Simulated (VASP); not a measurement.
# MgF2 (P4_2/mnm) in VASP: settings compared

The runs below take MgF2 through single point, with r2SCAN, HSE06.

All numbers are computed with VASP 6.6.1; they aren't measurements. Logs are shortened: lines on timing, memory, paths and dates and some standing lists are left out, and cuts for length are marked.

### 1 The cell of the first run

It takes space group P4_2/mnm (No. 136, tetragonal). The conventional cell has a = 4.668 Å, b = 4.668 Å, c = 3.077 Å, α = 90.00°, β = 90.00°, γ = 90.00°. Mg (site symmetry mmm) has 6 F at 2.00 to 2.01 Å within 2.7 Å. Within 2.7 Å of F (site symmetry m2m) lie 3 Mg at 2.00 to 2.01 Å and 1 F at 2.59 Å.

### 2 Single point, r2SCAN (strain +1.0%)

Input file POSCAR:

```
MgF2
1.0
    4.6682361545      0.0000000000      0.0000000000
    0.0000000000      4.6682361545      0.0000000000
    0.0000000000      0.0000000000      3.0765728771
Mg F
2 4
Direct
    0.0000000000      0.0000000000      0.0000000000
    0.5000000000      0.5000000000      0.5000000000
    0.3035913716      0.3035913716      0.0000000000
    0.1964086284      0.8035913716      0.5000000000
    0.8035913716      0.1964086284      0.5000000000
    0.6964086284      0.6964086284      0.0000000000
```

Input file INCAR.step1:

```
PREC = Accurate
ENCUT = 660
ISMEAR = 0
SIGMA = 0.01
LREAL = False
LASPH = True
NELM = 120
NBANDS = 25
GGA = PE
ALGO = Normal
EDIFF = 1E-5
LWAVE = True
LCHARG = False
GGA_COMPAT = False
```

Input file INCAR.step2:

```
PREC = Accurate
ENCUT = 660
EDIFF = 1E-6
ISMEAR = 0
SIGMA = 0.01
LREAL = False
LASPH = True
NELM = 120
ALGO = Normal
ISIF = 2
LWAVE = False
LCHARG = True
METAGGA = R2SCAN
LMIXTAU = True
LELF = True
LVHAR = True
NBANDS = 25
ISTART = 1
GGA_COMPAT = False
```

Input file KPOINTS:

```
regular mesh
0
Gamma
  6 6 8
```

Potentials or basis: VASP PAW PBE potentials, release 64 (Mg, F).

Started as:

```console
$ cat potpaw_PBE.64/Mg/POTCAR potpaw_PBE.64/F/POTCAR > POTCAR
$ cp INCAR.step1 INCAR
$ mpirun -np 1 vasp_std > vasp.out
$ cp INCAR.step2 INCAR
$ mpirun -np 1 vasp_std > vasp.out
```

OUTCAR:

```text
PREC = Accurate
   ENCUT = 660
   EDIFF = 1E-6
   ISMEAR = 0
   LREAL = False
   LASPH = True
   NELM = 120
   ISIF = 2
   METAGGA = R2SCAN
   ISTART = 1

 ion  position               nearest neighbor table
   1  0.000  0.000  0.000-   3 2.00   6 2.00   5 2.01   4 2.01   4 2.01   5 2.01   2 3.64   2 3.64
                             2 3.64   2 3.64   2 3.64   2 3.64   2 3.64   2 3.64
   2  0.500  0.500  0.500-   4 2.00   5 2.00   3 2.01   6 2.01   3 2.01   6 2.01   1 3.64   1 3.64
                             1 3.64   1 3.64   1 3.64   1 3.64   1 3.64   1 3.64
   3  0.304  0.304  0.000-   1 2.00   2 2.01   2 2.01
   4  0.196  0.804  0.500-   2 2.00   1 2.01   1 2.01
   5  0.804  0.196  0.500-   2 2.00   1 2.01   1 2.01
   6  0.696  0.696  0.000-   1 2.00   2 2.01   2 2.01

  LATTYP: Found a simple tetragonal cell.
 ALAT       =     4.6682361545
 C/A-ratio  =     0.6590439676

  Lattice vectors:

 A1 = (   4.6682361545,   0.0000000000,   0.0000000000)
 A2 = (   0.0000000000,   4.6682361545,   0.0000000000)
 A3 = (   0.0000000000,   0.0000000000,   3.0765728771)

Analysis of symmetry for initial positions (statically):
=====================================================================
 Subroutine PRICEL returns:
 Original cell was already a primitive cell.

 Routine SETGRP: Setting up the symmetry group for a
 simple tetragonal supercell.

 Subroutine GETGRP returns: Found 16 space group operations
 (whereof  8 operations were pure point group operations)
 out of a pool of 16 trial point group operations.

The static configuration has the point symmetry D_2h.
 The point group associated with its full space group is D_4h.

Analysis of symmetry for dynamics (positions and initial velocities):
=====================================================================
 Subroutine PRICEL returns:
 Original cell was already a primitive cell.

 Routine SETGRP: Setting up the symmetry group for a
 simple tetragonal supercell.

 Subroutine GETGRP returns: Found 16 space group operations
 (whereof  8 operations were pure point group operations)
 out of a pool of 16 trial point group operations.

The dynamic configuration has the point symmetry D_2h.
 The point group associated with its full space group is D_4h.

 Subroutine INISYM returns: Found 16 space group operations
 (whereof  8 operations are pure point group operations),
 and found     1 'primitive' translations

----------------------------------------------------------------------------------------

                                     Primitive cell

  volume of cell :      67.0460

  direct lattice vectors                    reciprocal lattice vectors
     4.668236154  0.000000000  0.000000000     0.214213670  0.000000000  0.000000000
     0.000000000  4.668236154  0.000000000     0.000000000  0.214213670  0.000000000
     0.000000000  0.000000000  3.076572877     0.000000000  0.000000000  0.325036994

  length of vectors
     4.668236154  4.668236154  3.076572877     0.214213670  0.214213670  0.325036994

  position of ions in fractional coordinates (direct lattice)
     0.000000000  0.000000000  0.000000000
     0.500000000  0.500000000  0.500000000
     0.303591372  0.303591372  0.000000000
     0.196408628  0.803591372  0.500000000
     0.803591372  0.196408628  0.500000000
     0.696408628  0.696408628  0.000000000

  ion indices of the primitive-cell ions
   primitive index   ion index
                 1           1
                 2           2
                 3           3
                 4           4
                 5           5
                 6           6

----------------------------------------------------------------------------------------

 KPOINTS: regular mesh

Automatic generation of k-mesh.
 Grid dimensions read from file:
 generate k-points for:    6    6    8

 Generating k-lattice:

  Cartesian coordinates                     Fractional coordinates (reciprocal lattice)
     0.035702278  0.000000000  0.000000000     0.166666667  0.000000000  0.000000000
     0.000000000  0.035702278  0.000000000     0.000000000  0.166666667  0.000000000
     0.000000000  0.000000000  0.040629624     0.000000000  0.000000000  0.125000000

  Length of vectors
     0.035702278  0.035702278  0.040629624

  Shift w.r.t. Gamma in fractional coordinates (k-lattice)
     0.000000000  0.000000000  0.000000000

 Subroutine IBZKPT returns following result:
 ===========================================

 Found     50 irreducible k-points:

 Following reciprocal coordinates:
            Coordinates               Weight
  0.000000  0.000000  0.000000      1.000000
  0.166667  0.000000  0.000000      4.000000
  0.333333  0.000000  0.000000      4.000000
  0.500000  0.000000  0.000000      2.000000
  0.166667  0.166667  0.000000      4.000000
  0.333333  0.166667  0.000000      8.000000
[... 16 lines left out ...]
  0.333333  0.000000  0.250000      8.000000
  0.500000  0.000000  0.250000      4.000000
 [... further k-points ...]
   k-points           NKPTS =     50   k-points in BZ     NKDIM =     50   number of bands    NBANDS=     25
   number of dos      NEDOS =    301   number of ions     NIONS =      6
   total plane-waves  NPLWV =  44800
   dimension x,y,z NGX =    40 NGY =   40 NGZ =   28
   dimension x,y,z NGXF=    80 NGYF=   80 NGZF=   56
   ions per type =               2   4
   NGX,Y,Z   is equivalent  to a cutoff of  14.24, 14.24, 15.13 a.u.
   NGXF,Y,Z  is equivalent  to a cutoff of  28.49, 28.49, 30.26 a.u.
 SYSTEM =  unknown system
   PREC   = accura    normal or accurate (medium, high low for compatibility)
   ISTART =      1    job   : 0-new  1-cont  2-samecut
   ICHARG =      0    charge: 1-file 2-atom 10-const
   ISPIN  =      1    spin polarized calculation?
   LNONCOLLINEAR =      F non collinear calculations
   LSORBIT =      F    spin-orbit coupling
   LASPH  =      T    aspherical Exc in radial PAW
   ENCUT  =  660.0 eV  48.51 Ry    6.96 a.u.   9.78  9.78  6.44*2*pi/ulx,y,z
   NELM   =    120;   NELMIN=  2; NELMDL=  0     # of ELM steps
   EDIFF  = 0.1E-05   stopping-criterion for ELM
   LREAL  =      F    real-space projection
[... 7 lines left out ...]
   TEBEG  =    0.0;   TEEND  =   0.0 temperature during run
   PSTRESS=    0.0 pullay stress
   NELECT =      32.0000    total number of electrons
   NUPDOWN=      -1.0000    fix difference up-down
   EMIN   =  10.00;   EMAX   =-10.00  energy-range for DOS
   EFERMI =   0.00;   METHOD = LEGACY
   ISMEAR =     0;   SIGMA  =   0.01  broadening in eV -4-tet -1-fermi 0-gaus
   EFERMI_NEDOS =   21; number of points for ismear=-14 and -15
   IALGO  =     38    algorithm
   IMIX   =      4    mixing-type and parameters
     AMIX     =   0.40;   BMIX     =  1.00
     AMIX_MAG =   1.60;   BMIX_MAG =  1.00
  volume/ion in A,a.u.               =      11.17        75.41
  Fermi-wavevector in a.u.,A,eV,Ry     =   1.279383  2.417683 22.270296  1.636821
  Thomas-Fermi vector in A             =   2.411872
   LORBIT       =      0    0 simple, 1 ext, 2 COOP (PROOUT), +10 PAW based schemes
   METAGGA = R2SCAN    functional components
   LHFCALC =     F    Hartree Fock is set to
   AEXX    =    0.0000 exact exchange contribution
   IVDW    =     0    specifies the selected vdW correction
   LEPSILON=     F    determine dielectric tensor
   LRPA    =     F    only Hartree local field effects (RPA)
 non-spin polarized calculation
 Gauss-broadening in eV      SIGMA  =   0.01
  energy-cutoff  :      660.00
  volume of cell :       67.05
 maximum number of plane-waves:      2620
 NGX is ok and might be reduce to    40
   NGX = 19   NGY = 19   NGZ = 13

 number of electron      31.9999999 magnetization

 Free energy of the ion-electron system (eV)
  ---------------------------------------------------
  ext. energy  EPLUGINS =         0.00000000
  ---------------------------------------------------
  free energy    TOTEN  =       -43.82998815 eV

  energy without entropy =      -43.82998815  energy(sigma->0) =      -43.82998815

 E-fermi :  -1.8975     XC(G=0): -10.1016

 val. band max:       -2.0260115977   @ k =   0.0000   0.0000   0.0000
 cond. band min:       5.7993356014   @ k =   0.0000   0.0000   0.0000
 fundamental gap:      7.8253471992
 Fermi energy:        -1.8974784615

 k-point     1 :       0.0000    0.0000    0.0000
  band No.  band energies     occupation
      1     -23.7887      2.00000
      2     -23.0568      2.00000
      3     -23.0568      2.00000
      4     -22.9784      2.00000
      5      -5.9573      2.00000
      6      -4.4183      2.00000
[... 17 lines left out ...]
     24      17.4132      0.00000
     25      17.4132      0.00000

 k-point     2 :       0.1667    0.0000    0.0000
  band No.  band energies     occupation
      1     -23.7480      2.00000
      2     -23.1375      2.00000
      3     -23.0456      2.00000
      4     -22.9545      2.00000
      5      -5.8592      2.00000
      6      -4.3927      2.00000
[... 17 lines left out ...]
     24      17.1422      0.00000
     25      17.5318      0.00000

 k-point     3 :       0.3333    0.0000    0.0000
  band No.  band energies     occupation
      1     -23.6341      2.00000
      2     -23.2922      2.00000
      3     -23.0159      2.00000
      4     -22.9530      2.00000
      5      -5.5993      2.00000
      6      -4.8310      2.00000
[... 552 lines left out ...]
 k-point    23 :       0.3333    0.0000    0.2500
  band No.  band energies     occupation
      1     -23.4826      2.00000
      2     -23.2185      2.00000
      3     -23.0022      2.00000
      4     -22.9760      2.00000
      5      -5.3202      2.00000
      6      -4.7131      2.00000
[... 17 lines left out ...]
     24      15.5977      0.00000
     25      16.0890      0.00000

 k-point    24 :       0.5000    0.0000    0.2500
  band No.  band energies     occupation
      1     -23.3549      2.00000
      2     -23.3549      2.00000
      3     -22.9857      2.00000
      4     -22.9857      2.00000
      5      -5.0265      2.00000
      6      -5.0265      2.00000
[... 17 lines left out ...]
     24      15.0715      0.00000
     25      16.6581      0.00000

 [... further k-points ...]

------------------------ aborting loop because EDIFF is reached ----------------------------------------

  FORCE on cell =-STRESS in cart. coord.  units (eV):
  Direction    XX          YY          ZZ          XY          YZ          ZX
  --------------------------------------------------------------------------------------
  -------------------------------------------------------------------------------------
  Total       -1.7577039     -1.7577039     -1.9657696      0.0000000      0.0000000      0.0000000
  in kB      -42.0033040    -42.0033040    -46.9753868      0.0000000      0.0000000      0.0000000
  external PRESSURE =     -43.6606649 kB  Pullay stress =       0.0000000 kB

 VOLUME and BASIS-vectors are now :
 -----------------------------------------------------------------------------
  energy-cutoff  :      660.00
  volume of cell :       67.05
      direct lattice vectors                 reciprocal lattice vectors
     4.668236154  0.000000000  0.000000000     0.214213670  0.000000000  0.000000000
     0.000000000  4.668236154  0.000000000     0.000000000  0.214213670  0.000000000
     0.000000000  0.000000000  3.076572877     0.000000000  0.000000000  0.325036994

 POSITION                                       TOTAL-FORCE (eV/Angst)
 -----------------------------------------------------------------------------------
      0.00000      0.00000      0.00000        -0.000000      0.000000      0.000000
      2.33412      2.33412      1.53829        -0.000000      0.000000      0.000000
      1.41724      1.41724      0.00000         0.004570      0.004570      0.000000
      0.91688      3.75135      1.53829        -0.004570      0.004570      0.000000
      3.75135      0.91688      1.53829         0.004570     -0.004570     -0.000000
      3.25100      3.25100      0.00000        -0.004570     -0.004570     -0.000000
 -----------------------------------------------------------------------------------
    total drift:                                0.000000     -0.000000     -0.000000

  FREE ENERGIE OF THE ION-ELECTRON SYSTEM (eV)
  ---------------------------------------------------
  free  energy   TOTEN  =       -43.8299881468 eV

  energy  without entropy=      -43.8299881468  energy(sigma->0) =      -43.82998815
```

Wall time 3.1 min (1 thread of Intel Xeon Platinum 8559C (Emerald Rapids), shared host); peak memory 0.27 GiB.

What came out:

- Free energy: -43.8300 eV
- Pressure: -4.4 GPa
- Largest force: 0.006 eV/Å
- Band gap on the k mesh: 7.83 eV

Forces in eV/Å, atoms in the order of the input:
```
Mg   0.000  0.000  0.000
Mg   0.000  0.000  0.000
F    0.005  0.005  0.000
F   -0.005  0.005  0.000
F    0.005 -0.005  0.000
F   -0.005 -0.005  0.000
```

Caveat: the cell differs from its parent crystal (strain +1.0%); the cell stands under tension; the PAW data sets were made with another functional, which shifts forces and pressure a little.

### 3 Single point, r2SCAN (strain +2.0%)

Input file POSCAR:

```
MgF2
1.0
    4.7144563145      0.0000000000      0.0000000000
    0.0000000000      4.7144563145      0.0000000000
    0.0000000000      0.0000000000      3.1070339947
Mg F
2 4
Direct
    0.0000000000      0.0000000000      0.0000000000
    0.5000000000      0.5000000000      0.5000000000
    0.3043223172      0.3043223172      0.0000000000
    0.1956776828      0.8043223172      0.5000000000
    0.8043223172      0.1956776828      0.5000000000
    0.6956776828      0.6956776828      0.0000000000
```

Input file INCAR.step1:

```
SYSTEM = MgF2
  ALGO = Normal
  EDIFF = 1E-5
  ENCUT = 660
  GGA = PE
  GGA_COMPAT = .False.
  ISMEAR = 0
  LASPH = .True.
  LCHARG = .False.
  LREAL = .False.
  LWAVE = .True.
  NBANDS = 25
  NELM = 120
  PREC = Accurate
  SIGMA = 0.01
```

Input file INCAR.step2:

```
SYSTEM = MgF2
  ALGO = Normal
  EDIFF = 1E-6
  ENCUT = 660
  GGA_COMPAT = .False.
  ISIF = 2
  ISMEAR = 0
  ISTART = 1
  LASPH = .True.
  LCHARG = .True.
  LELF = .True.
  LMIXTAU = .True.
  LREAL = .False.
  LVHAR = .True.
  LWAVE = .False.
  METAGGA = R2SCAN
  NBANDS = 25
  NELM = 120
  PREC = Accurate
  SIGMA = 0.01
```

Input file KPOINTS:

```
k-points
0
Gamma
  6 6 8
  0 0 0
```

Potentials or basis: VASP PAW PBE potentials, release 64 (Mg, F).

Started as:

```console
$ cat potpaw_PBE.64/Mg/POTCAR potpaw_PBE.64/F/POTCAR > POTCAR
$ cp INCAR.step1 INCAR
$ mpirun -np 1 vasp_std > vasp.out
$ cp INCAR.step2 INCAR
$ mpirun -np 1 vasp_std > vasp.out
```

Wall time 3.6 min (1 thread of Intel Xeon Platinum 8559C (Emerald Rapids), shared host); peak memory 0.27 GiB.

Results (log left out):

* Free energy: -43.7666 eV
* Pressure: -6.9 GPa
* Largest force: 0.007 eV/Å
* Band gap on the k mesh: 7.62 eV

Forces on the atoms (eV/Å):
```
Mg   0.000  0.000  0.000
Mg   0.000  0.000  0.000
F    0.005  0.005  0.000
F   -0.005  0.005  0.000
F    0.005 -0.005  0.000
F   -0.005 -0.005  0.000
```

Stress tensor (GPa, compression positive):
```
-6.57  0.00  0.00
 0.00 -6.57  0.00
 0.00  0.00 -7.46
```

Levels at points of the mesh, in eV from the valence-band top:
```tsv
k point	band 14	band 15	band 16	band 17	band 18	band 19
(0.00, 0.00, 0.00)	-0.31	-0.31	0.00	7.62	12.86	12.86
(0.50, 0.00, 0.00)	-0.94	-0.36	-0.36	10.00	10.00	14.10
(0.50, 0.50, 0.00)	-0.87	-0.71	-0.71	11.70	11.70	11.79
(0.00, 0.00, 0.50)	-1.04	-0.80	-0.80	12.36	12.36	15.63
(0.50, 0.00, 0.50)	-0.69	-0.62	-0.62	13.32	13.32	13.98
(0.50, 0.50, 0.50)	-0.56	-0.46	-0.46	13.92	13.92	13.93
```

Caveat: the cell differs from its parent crystal (strain +2.0%); the cell stands under tension; the PAW data sets were made with another functional, which shifts forces and pressure a little. A k mesh can miss the band edges.

### 4 Single point, HSE06 (strain -2.0%)

Input file POSCAR:

```
MgF2
1.0
    4.5295756747      0.0000000000      0.0000000000
    0.0000000000      4.5295756747      0.0000000000
    0.0000000000      0.0000000000      2.9851895244
Mg F
2 4
Direct
    0.0000000000      0.0000000000      0.0000000000
    0.5000000000      0.5000000000      0.5000000000
    0.3018831708      0.3018831708      0.0000000000
    0.1981168292      0.8018831708      0.5000000000
    0.8018831708      0.1981168292      0.5000000000
    0.6981168292      0.6981168292      0.0000000000
```

Input file INCAR.step1:

```
SYSTEM = MgF2
PREC = Accurate
ENCUT = 520
EDIFF = 1E-5
ISMEAR = 0
SIGMA = 0.01
LREAL = .False.
LASPH = .True.
NELM = 120
ALGO = Normal
ISIF = 2
LWAVE = .True.
LCHARG = .False.
GGA = PE
NBANDS = 25
GGA_COMPAT = .False.
KPAR = 4
```

Input file INCAR.step2:

```
SYSTEM = MgF2
PREC = Accurate
ENCUT = 520
EDIFF = 1E-6
ISMEAR = 0
SIGMA = 0.01
LREAL = .False.
LASPH = .True.
NELM = 120
ALGO = Normal
ISIF = 2
LWAVE = .False.
LCHARG = .False.
GGA = PE
LHFCALC = .True.
HFSCREEN = 0.2079
PRECFOCK = Normal
ISTART = 1
NBANDS = 25
GGA_COMPAT = .False.
KPAR = 4
```

Input file KPOINTS:

```
regular mesh
0
Gamma
  4 4 6
  0 0 0
```

Started as:

```console
$ cat potpaw_PBE.64/Mg/POTCAR potpaw_PBE.64/F/POTCAR > POTCAR
$ cp INCAR.step1 INCAR
$ mpirun -np 4 vasp_std > vasp.out
$ cp INCAR.step2 INCAR
$ mpirun -np 4 vasp_std > vasp.out
```

Wall time 28 min (4 MPI ranks of Intel Xeon Platinum 8488C (Sapphire Rapids), shared host); peak memory 0.31 GiB.

It converged, with:

```
Free energy            : -38.1990 eV
Pressure               : 8.1 GPa
Largest force          : 0.017 eV/Å
Band gap on the k mesh : 9.86 eV
```

Forces on the atoms (eV/Å):
```
Mg   0.000  0.000  0.000
Mg   0.000  0.000  0.000
F    0.012  0.012  0.000
F   -0.012  0.012  0.000
F    0.012 -0.012  0.000
F   -0.012 -0.012  0.000
```

Stress tensor (GPa, compression positive):
```
7.93 0.00 0.00
0.00 7.93 0.00
0.00 0.00 8.57
```

Levels at points of the mesh, in eV from the valence-band top:
```
           k point  band 13  band 14  band 15  band 16  band 17  band 18  band 19  band 20
(0.00, 0.00, 0.00)    -0.69    -0.31    -0.31     0.00     9.86    15.11    15.11    16.52
(0.50, 0.00, 0.00)    -1.00    -1.00    -0.41    -0.41    12.40    12.40    16.43    16.43
(0.50, 0.50, 0.00)    -1.02    -1.02    -0.91    -0.91    14.16    14.16    14.41    14.41
(0.00, 0.00, 0.50)    -1.34    -1.34    -0.98    -0.98    14.88    14.88    17.98    17.98
(0.50, 0.00, 0.50)    -0.79    -0.79    -0.76    -0.76    15.73    15.73    16.67    16.67
(0.50, 0.50, 0.50)    -0.72    -0.72    -0.50    -0.50    16.07    16.07    16.53    16.53
```

Caveat: the cell differs from its parent crystal (strain -2.0%); the cell stands under pressure; the PAW data sets were made with another functional, which shifts forces and pressure a little.

### 5 Summary

| level | cell | k mesh | cutoff (eV) | grid for exact exchange (PRECFOCK) | share of exact exchange | screening parameter | gap on the mesh (eV) | pressure (GPa) | largest force (eV/Å) |
| --- | --- | --- | --- | --- | --- | --- | --- | --- | --- |
| r2SCAN | a = 4.668, b = 4.668, c = 3.077 Å, 6 atoms | 6 × 6 × 8 | 660 | - | - | - | 7.83 | -4.4 | 0.01 |
| r2SCAN | a = 4.714, b = 4.714, c = 3.107 Å, 6 atoms | 6 × 6 × 8 | 660 | - | - | - | 7.62 | -6.9 | 0.01 |
| HSE06 | a = 4.530, b = 4.530, c = 2.985 Å, 6 atoms | 4 × 4 × 6 | 520 | Normal | 0.25 | 0.2079 1/Å | 9.86 | 8.1 | 0.02 |

Alike in all rows: task single point; potentials or basis VASP PAW PBE potentials, release 64 (Mg, F); no spin polarisation; smearing gaussian 0.01 eV.

Caveats: the PAW data sets were made with another functional, which shifts forces and pressure a little; the cell stands under tension (at least some runs); the cell stands under pressure (at least some runs).

Total energies depend on the potentials used, so only differences within one code and one set of settings carry meaning.
